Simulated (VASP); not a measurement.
Write the native input for VASP 6.6.1 that does the following.

* Task: single point
* Functional: PBE
* Potentials or basis: VASP PAW PBE potentials, release 64 (Hf_pv, N)
* Cutoff: 520 eV
* k mesh: 15 × 15 × 15
* Occupations: fermi-dirac, width 0.05 eV
* Spin: no spin polarisation
* Dipole correction: no
* Further INCAR settings: ALGO = Normal; EDIFF = 1e-06; NBANDS = 14

The structure of HfN (CsCl type) lies in POSCAR:

```
HfN
1.0
    2.3907735367      0.0000000000      0.0000000000
    0.0000000000      2.3907735367      0.0000000000
    0.0000000000      0.0000000000      2.3907735367
Hf N
1 1
Direct
    0.0000000000      0.0000000000      0.0000000000
    0.5000000000      0.5000000000      0.5000000000
```

These files were run (other wordings do the same):

INCAR

```
SYSTEM = HfN
  ALGO = Normal
  EDIFF = 1E-6
  ENCUT = 520
  GGA = PE
  ISIF = 2
  ISMEAR = -1
  LASPH = .True.
  LCHARG = .True.
  LELF = .True.
  LREAL = .False.
  LVHAR = .True.
  LWAVE = .False.
  NBANDS = 14
  NELM = 100
  PREC = Accurate
  SIGMA = 0.05
```

KPOINTS

```
k-points
0
Gamma
  15 15 15
  0 0 0
```

Potentials or basis: VASP PAW PBE potentials, release 64 (Hf_pv, N).

Command:

```bash
$ cat potpaw_PBE.64/Hf_pv/POTCAR potpaw_PBE.64/N/POTCAR > POTCAR
$ mpirun -np 1 vasp_std > vasp.out
```

Results of the run:

```yaml
Pressure: 331.8 GPa
```

It took 9.8 s on 1 thread of Intel Xeon 6975P-C, on a shared host, peak memory 0.14 GiB.
